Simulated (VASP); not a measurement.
# SiC (P6_3mc) in VASP: a series of runs

SiC is run at these levels: revPBE; tasks: single point.

Program: VASP 6.6.1. These are calculated values, not measurements. Logs are shortened: lines on timing, memory, paths and dates and some standing lists are left out, and cuts for length are marked.

### 1 The cell of the first run

The structure is hexagonal, space group P6_3mc (No. 186). The conventional cell has a = 3.032 Å, b = 3.032 Å, c = 14.860 Å, α = 90.00°, β = 90.00°, γ = 120.00°. Si (site symmetry 3m) has 4 C at 1.86 Å within 2.5 Å. Within 2.5 Å of Si (site symmetry 3m) lie 4 C at 1.86 Å. Within 2.5 Å of Si (site symmetry 3m) lie 4 C at 1.86 Å. C (site symmetry 3m) has 4 Si at 1.86 Å within 2.5 Å. Within 2.5 Å of C (site symmetry 3m) lie 4 Si at 1.86 Å. C (site symmetry 3m) has 4 Si at 1.86 Å within 2.5 Å.

### 2 Single point, revPBE

The input, INCAR:

```
SYSTEM = SiC
PREC = Accurate ; ENCUT = 520
EDIFF = 1E-6 ; ISMEAR = -1
SIGMA = 0.05 ; LREAL = .FALSE.
LASPH = .TRUE. ; NELM = 100
ALGO = Normal ; ISIF = 2
LWAVE = .FALSE. ; LCHARG = .FALSE.
GGA = RE ; NBANDS = 36
```

The input, KPOINTS:

```
Automatic mesh
0
G
  10 10 2
  0 0 0
```

The input, POSCAR:

```
SiC
1.0
    3.0318190065      0.0000000000      0.0000000000
   -1.5159095032      2.6256322793      0.0000000000
    0.0000000000      0.0000000000     14.8603212692
Si C
6 6
Direct
    0.6666666667      0.3333333333      0.4583000000
    0.3333333333      0.6666666667      0.9583000000
    0.6666666667      0.3333333333      0.7917000000
    0.3333333333      0.6666666667      0.2917000000
    0.0000000000      0.0000000000      0.6250000000
    0.0000000000      0.0000000000      0.1250000000
    0.6666666667      0.3333333333      0.3333000000
    0.3333333333      0.6666666667      0.8333000000
    0.6666666667      0.3333333333      0.6667000000
    0.3333333333      0.6666666667      0.1667000000
    0.0000000000      0.0000000000      0.5000000000
    0.0000000000      0.0000000000      0.0000000000
```

Potentials or basis: VASP PAW PBE potentials, release 64 (Si, C).

Started as:

```bash
cat potpaw_PBE.64/Si/POTCAR potpaw_PBE.64/C/POTCAR > POTCAR
mpirun -np 1 vasp_std > vasp.out
```

OUTCAR:

```text
SYSTEM = SiC
   PREC = Accurate
   ENCUT = 520
   EDIFF = 1E-6
   ISMEAR = -1
   LREAL = .FALSE.
   LASPH = .TRUE.
   NELM = 100
   ISIF = 2
   GGA = RE

 ion  position               nearest neighbor table
   1  0.667  0.333  0.458-  11 1.86  11 1.86  11 1.86   7 1.86   4 3.03   4 3.03   4 3.03   5 3.03
                             5 3.03   5 3.03
   2  0.333  0.667  0.958-  12 1.86  12 1.86  12 1.86   8 1.86   3 3.03   3 3.03   3 3.03   6 3.03
                             6 3.03   6 3.03
   3  0.667  0.333  0.792-   8 1.86   8 1.86   8 1.86   9 1.86   2 3.03   2 3.03   2 3.03   5 3.03
                             5 3.03   5 3.03
   4  0.333  0.667  0.292-   7 1.86   7 1.86   7 1.86  10 1.86   1 3.03   1 3.03   1 3.03   6 3.03
                             6 3.03   6 3.03
   5  0.000  0.000  0.625-   9 1.86   9 1.86   9 1.86  11 1.86   3 3.03   1 3.03   3 3.03   1 3.03
                             1 3.03   3 3.03
   6  0.000  0.000  0.125-  10 1.86  10 1.86  10 1.86  12 1.86   4 3.03   2 3.03   2 3.03   4 3.03
                             4 3.03   2 3.03
   7  0.667  0.333  0.333-   4 1.86   4 1.86   4 1.86   1 1.86
   8  0.333  0.667  0.833-   3 1.86   3 1.86   3 1.86   2 1.86
   9  0.667  0.333  0.667-   5 1.86   5 1.86   5 1.86   3 1.86
  10  0.333  0.667  0.167-   6 1.86   6 1.86   6 1.86   4 1.86
  11  0.000  0.000  0.500-   1 1.86   1 1.86   1 1.86   5 1.86
  12  0.000  0.000  0.000-   2 1.86   2 1.86   2 1.86   6 1.86

  LATTYP: Found a hexagonal cell.
 ALAT       =     3.0318190065
 C/A-ratio  =     4.9014539580

  Lattice vectors:

 A1 = (   3.0318190065,   0.0000000000,   0.0000000000)
 A2 = (  -1.5159095032,   2.6256322793,   0.0000000000)
 A3 = (   0.0000000000,   0.0000000000,  14.8603212692)

Analysis of symmetry for initial positions (statically):
=====================================================================
 Subroutine PRICEL returns:
 Original cell was already a primitive cell.

 Routine SETGRP: Setting up the symmetry group for a
 hexagonal supercell.

 Subroutine GETGRP returns: Found 12 space group operations
 (whereof  6 operations were pure point group operations)
 out of a pool of 24 trial point group operations.

The static configuration has the point symmetry C_3v.
 The point group associated with its full space group is C_6v.

Analysis of symmetry for dynamics (positions and initial velocities):
=====================================================================
 Subroutine PRICEL returns:
 Original cell was already a primitive cell.

 Routine SETGRP: Setting up the symmetry group for a
 hexagonal supercell.

 Subroutine GETGRP returns: Found 12 space group operations
 (whereof  6 operations were pure point group operations)
 out of a pool of 24 trial point group operations.

The dynamic configuration has the point symmetry C_3v.
 The point group associated with its full space group is C_6v.

 Subroutine INISYM returns: Found 12 space group operations
 (whereof  6 operations are pure point group operations),
 and found     1 'primitive' translations

----------------------------------------------------------------------------------------

                                     Primitive cell

  volume of cell :     118.2947

  direct lattice vectors                    reciprocal lattice vectors
     3.031819007  0.000000000  0.000000000     0.329834993  0.190430322  0.000000000
    -1.515909503  2.625632279  0.000000000     0.000000000  0.380860644  0.000000000
     0.000000000  0.000000000 14.860321269     0.000000000  0.000000000  0.067293296

  length of vectors
     3.031819007  3.031819006 14.860321269     0.380860644  0.380860644  0.067293296

  position of ions in fractional coordinates (direct lattice)
     0.666666667  0.333333333  0.458300000
     0.333333333  0.666666667  0.958300000
     0.666666667  0.333333333  0.791700000
     0.333333333  0.666666667  0.291700000
     0.000000000  0.000000000  0.625000000
     0.000000000  0.000000000  0.125000000
     0.666666667  0.333333333  0.333300000
     0.333333333  0.666666667  0.833300000
     0.666666667  0.333333333  0.666700000
     0.333333333  0.666666667  0.166700000
     0.000000000  0.000000000  0.500000000
     0.000000000  0.000000000  0.000000000

  ion indices of the primitive-cell ions
   primitive index   ion index
                 1           1
                 2           2
                 3           3
                 4           4
                 5           5
                 6           6
                 7           7
                 8           8
                 9           9
                10          10
                11          11
                12          12

----------------------------------------------------------------------------------------

 KPOINTS: Automatic mesh

Automatic generation of k-mesh.
 Grid dimensions read from file:
 generate k-points for:   10   10    2

 Generating k-lattice:

  Cartesian coordinates                     Fractional coordinates (reciprocal lattice)
     0.032983499  0.019043032  0.000000000     0.100000000  0.000000000  0.000000000
     0.000000000  0.038086064  0.000000000     0.000000000  0.100000000  0.000000000
     0.000000000  0.000000000  0.033646648     0.000000000  0.000000000  0.500000000

  Length of vectors
     0.038086064  0.038086064  0.033646648

  Shift w.r.t. Gamma in fractional coordinates (k-lattice)
     0.000000000  0.000000000  0.000000000

 Subroutine IBZKPT returns following result:
 ===========================================

 Found     28 irreducible k-points:

 Following reciprocal coordinates:
            Coordinates               Weight
  0.000000  0.000000  0.000000      1.000000
  0.100000  0.000000  0.000000      6.000000
  0.200000  0.000000  0.000000      6.000000
  0.300000 -0.000000  0.000000      6.000000
  0.400000 -0.000000  0.000000      6.000000
  0.500000 -0.000000  0.000000      3.000000
[... 16 lines left out ...]
  0.300000  0.100000  0.500000     12.000000
  0.400000  0.100000  0.500000     12.000000
 [... further k-points ...]
   k-points           NKPTS =     28   k-points in BZ     NKDIM =     28   number of bands    NBANDS=     36
   number of dos      NEDOS =    301   number of ions     NIONS =     12
   total plane-waves  NPLWV =  64512
   dimension x,y,z NGX =    24 NGY =   24 NGZ =  112
   dimension x,y,z NGXF=    48 NGYF=   48 NGZF=  224
   ions per type =               6   6
   NGX,Y,Z   is equivalent  to a cutoff of  13.16, 13.16, 12.53 a.u.
   NGXF,Y,Z  is equivalent  to a cutoff of  26.32, 26.32, 25.06 a.u.
 SYSTEM =  SiC
   PREC   = accura    normal or accurate (medium, high low for compatibility)
   ISTART =      0    job   : 0-new  1-cont  2-samecut
   ICHARG =      2    charge: 1-file 2-atom 10-const
   ISPIN  =      1    spin polarized calculation?
   LNONCOLLINEAR =      F non collinear calculations
   LSORBIT =      F    spin-orbit coupling
   LASPH  =      T    aspherical Exc in radial PAW
   ENCUT  =  520.0 eV  38.22 Ry    6.18 a.u.   5.64  5.64 27.63*2*pi/ulx,y,z
   NELM   =    100;   NELMIN=  2; NELMDL= -5     # of ELM steps
   EDIFF  = 0.1E-05   stopping-criterion for ELM
   LREAL  =      F    real-space projection
   EDIFFG = 0.1E-04   stopping-criterion for IOM
   NSW    =      0    number of steps for IOM
   IBRION =     -1    ionic relax: 0-MD 1-quasi-New 2-CG
   NFREE  =      0    steps in history (QN), initial steepest desc. (CG)
   ISIF   =      2    stress and relaxation
   ISYM   =      2    0-nonsym 1-usesym 2-fastsym
   POTIM  = 0.5000    time-step for ionic-motion
   TEBEG  =    0.0;   TEEND  =   0.0 temperature during run
   PSTRESS=    0.0 pullay stress
   NELECT =      48.0000    total number of electrons
   NUPDOWN=      -1.0000    fix difference up-down
   EMIN   =  10.00;   EMAX   =-10.00  energy-range for DOS
   EFERMI =   0.00;   METHOD = LEGACY
   ISMEAR =    -1;   SIGMA  =   0.05  broadening in eV -4-tet -1-fermi 0-gaus
   EFERMI_NEDOS =   21; number of points for ismear=-14 and -15
   IALGO  =     38    algorithm
   IMIX   =      4    mixing-type and parameters
     AMIX     =   0.40;   BMIX     =  1.00
     AMIX_MAG =   1.60;   BMIX_MAG =  1.00
  volume/ion in A,a.u.               =       9.86        66.52
  Fermi-wavevector in a.u.,A,eV,Ry     =   1.211993  2.290335 19.985966  1.468927
  Thomas-Fermi vector in A             =   2.347491
   LORBIT       =      0    0 simple, 1 ext, 2 COOP (PROOUT), +10 PAW based schemes
   GGA     = RE    functional components
   LHFCALC =     F    Hartree Fock is set to
   AEXX    =    0.0000 exact exchange contribution
   IVDW    =     0    specifies the selected vdW correction
   LEPSILON=     F    determine dielectric tensor
   LRPA    =     F    only Hartree local field effects (RPA)
 non-spin polarized calculation
  energy-cutoff  :      520.00
  volume of cell :      118.29
 maximum number of plane-waves:      3214
 NGX is ok and might be reduce to    24
   NGX = 11   NGY = 11   NGZ = 55

 number of electron      47.9999995 magnetization

 Free energy of the ion-electron system (eV)
  ---------------------------------------------------
  ext. energy  EPLUGINS =         0.00000000
  ---------------------------------------------------
  free energy    TOTEN  =       -86.25746255 eV

  energy without entropy =      -86.25746255  energy(sigma->0) =      -86.25746255

 E-fermi :   9.8055     XC(G=0): -11.5232

 val. band max:        8.7760119377   @ k =   0.0000   0.0000   0.0000
 cond. band min:      10.7840216772   @ k =   0.5000  -0.0000   0.0000
 fundamental gap:      2.0080097396
 Fermi energy:         9.8055413457

 k-point     1 :       0.0000    0.0000    0.0000
  band No.  band energies     occupation
      1      -7.0854      2.00000
      2      -6.5491      2.00000
      3      -6.4994      2.00000
      4      -4.9487      2.00000
      5      -4.9139      2.00000
      6      -3.3391      2.00000
[... 28 lines left out ...]
     35      16.5229      0.00000
     36      16.5465      0.00000

 k-point     2 :       0.1000    0.0000    0.0000
  band No.  band energies     occupation
      1      -6.9054      2.00000
      2      -6.3717      2.00000
      3      -6.3214      2.00000
      4      -4.7804      2.00000
      5      -4.7450      2.00000
      6      -3.1888      2.00000
[... 28 lines left out ...]
     35      16.5480      0.00000
     36      16.6074      0.00000

 k-point     3 :       0.2000    0.0000    0.0000
  band No.  band energies     occupation
      1      -6.3717      2.00000
      2      -5.8472      2.00000
      3      -5.7948      2.00000
      4      -4.2872      2.00000
      5      -4.2500      2.00000
      6      -2.7595      2.00000
[... 28 lines left out ...]
     35      17.0555      0.00000
     36      17.3370      0.00000
[... 742 lines left out ...]
 k-point    23 :       0.3000    0.1000    0.5000
  band No.  band energies     occupation
      1      -4.7200      2.00000
      2      -4.7200      2.00000
      3      -3.7314      2.00000
      4      -3.7314      2.00000
      5      -2.1941      2.00000
      6      -2.1941      2.00000
[... 28 lines left out ...]
     35      16.7902      0.00000
     36      16.7902      0.00000

 k-point    24 :       0.4000    0.1000    0.5000
  band No.  band energies     occupation
      1      -3.5994      2.00000
      2      -3.5994      2.00000
      3      -2.8720      2.00000
      4      -2.8720      2.00000
      5      -1.9969      2.00000
      6      -1.9969      2.00000
[... 28 lines left out ...]
     35      16.6178      0.00000
     36      16.6178      0.00000

 [... further k-points ...]
[... 5 lines left out ...]
  --------------------------------------------------------------------------------------
  -------------------------------------------------------------------------------------
  Total       12.6114538     12.6114538     13.1929473      0.0000000      0.0000000      0.0000000
  in kB      170.8088472    170.8088472    178.6845641      0.0000000      0.0000000      0.0000000
  external PRESSURE =     173.4340861 kB  Pullay stress =       0.0000000 kB

 VOLUME and BASIS-vectors are now :
 -----------------------------------------------------------------------------
  energy-cutoff  :      520.00
  volume of cell :      118.29
      direct lattice vectors                 reciprocal lattice vectors
     3.031819007  0.000000000  0.000000000     0.329834993  0.190430322  0.000000000
    -1.515909503  2.625632279  0.000000000     0.000000000  0.380860644  0.000000000
     0.000000000  0.000000000 14.860321269     0.000000000  0.000000000  0.067293296

 POSITION                                       TOTAL-FORCE (eV/Angst)
 -----------------------------------------------------------------------------------
      1.51591      0.87521      6.81049        -0.000000      0.000000      0.069198
     -0.00000      1.75042     14.24065        -0.000000     -0.000000      0.069198
      1.51591      0.87521     11.76492         0.000000     -0.000000      0.033363
     -0.00000      1.75042      4.33476        -0.000000     -0.000000      0.033363
      0.00000      0.00000      9.28770         0.000000      0.000000      0.036078
      0.00000      0.00000      1.85754        -0.000000     -0.000000      0.036078
      1.51591      0.87521      4.95295        -0.000000     -0.000000     -0.019158
     -0.00000      1.75042     12.38311         0.000000     -0.000000     -0.019158
      1.51591      0.87521      9.90738        -0.000000      0.000000      0.032404
     -0.00000      1.75042      2.47722         0.000000     -0.000000      0.032404
      0.00000      0.00000      7.43016         0.000000     -0.000000     -0.151885
      0.00000      0.00000      0.00000        -0.000000     -0.000000     -0.151885
 -----------------------------------------------------------------------------------
    total drift:                               -0.000000     -0.000000      0.000208

  FREE ENERGIE OF THE ION-ELECTRON SYSTEM (eV)
  ---------------------------------------------------
  free  energy   TOTEN  =       -86.2574625499 eV

  energy  without entropy=      -86.2574625496  energy(sigma->0) =      -86.25746255
```

It took 46 s on 1 thread of Intel Xeon 6975P-C (Granite Rapids), shared host; peak memory 0.27 GiB.

Results:

* Free energy: -86.2575 eV
* Pressure: 17.3 GPa
* Largest force: 0.152 eV/Å
* Band gap on the k mesh: 2.01 eV (least direct gap 3.11 eV)

Forces on the atoms (eV/Å):
```
Si   0.000  0.000  0.069
Si   0.000  0.000  0.069
Si   0.000  0.000  0.033
Si   0.000  0.000  0.033
Si   0.000  0.000  0.036
Si   0.000  0.000  0.036
C    0.000  0.000 -0.019
C    0.000  0.000 -0.019
C    0.000  0.000  0.032
C    0.000  0.000  0.032
C    0.000  0.000 -0.152
C    0.000  0.000 -0.152
```

Caveat: the cell stands under pressure; the PAW data sets were made with another functional, which shifts forces and pressure a little.

### 3 Single point, revPBE

This run uses another cell than the first one, of 10.07 Å³/atom.

The input, INCAR:

```
PREC = Accurate
ENCUT = 520
EDIFF = 1E-7
ISMEAR = -1
SIGMA = 0.05
LREAL = False
LASPH = True
NELM = 100
ALGO = Normal
ISIF = 2
LWAVE = False
LCHARG = False
GGA = RE
NBANDS = 36
```

The input, KPOINTS:

```
regular mesh
0
Gamma
  10 10 2
```

Edit POSCAR of step 2 so:

```diff
@@ -2,5 +2,5 @@
 1.0
-    3.0318190065      0.0000000000      0.0000000000
-   -1.5159095032      2.6256322793      0.0000000000
-    0.0000000000      0.0000000000     14.8603212692
+    3.0531705480      0.0000000000      0.0000000000
+   -1.5265852740      2.6441232567      0.0000000000
+    0.0000000000      0.0000000000     14.9649748670
 Si C
```

Potentials or basis: VASP PAW PBE potentials, release 64 (Si, C).

Started as:

```bash
cat potpaw_PBE.64/Si/POTCAR potpaw_PBE.64/C/POTCAR > POTCAR
mpirun -np 1 vasp_std > vasp.out
```

Run time: 52 s. Hardware: 1 thread of Intel Xeon 6975P-C (Granite Rapids), shared host; peak memory 0.27 GiB.

Results (log left out):

- Free energy: -86.4867 eV
- Pressure: 11.8 GPa
- Largest force: 0.148 eV/Å
- Band gap on the k mesh: 2.02 eV (least direct gap 3.11 eV)

Forces on the atoms (eV/Å):
```
Si   0.000  0.000  0.065
Si   0.000  0.000  0.065
Si   0.000  0.000  0.031
Si   0.000  0.000  0.031
Si   0.000  0.000  0.038
Si   0.000  0.000  0.038
C    0.000  0.000 -0.018
C    0.000  0.000 -0.018
C    0.000  0.000  0.032
C    0.000  0.000  0.032
C    0.000  0.000 -0.148
C    0.000  0.000 -0.148
```

Stress tensor (GPa, compression positive):
```
11.55  0.00  0.00
 0.00 11.55  0.00
 0.00  0.00 12.33
```

Levels at points of the mesh, in eV from the valence-band top:
```
           k point  band 21  band 22  band 23  band 24  band 25  band 26  band 27  band 28
(0.00, 0.00, 0.00)    -0.30    -0.05     0.00     0.00     5.43     5.59     6.02     6.53
(0.50, 0.00, 0.00)    -1.83    -1.80    -1.69    -1.10     2.02     2.22     3.28     3.95
(0.00, 0.00, 0.50)    -0.10    -0.10    -0.10    -0.10     5.49     5.49     6.25     6.25
(0.50, 0.00, 0.50)    -1.73    -1.73    -1.31    -1.31     2.07     2.07     3.49     3.49
```

Caveat: the cell stands under pressure; the PAW data sets were made with another functional, which shifts forces and pressure a little. A k mesh can miss the band edges.
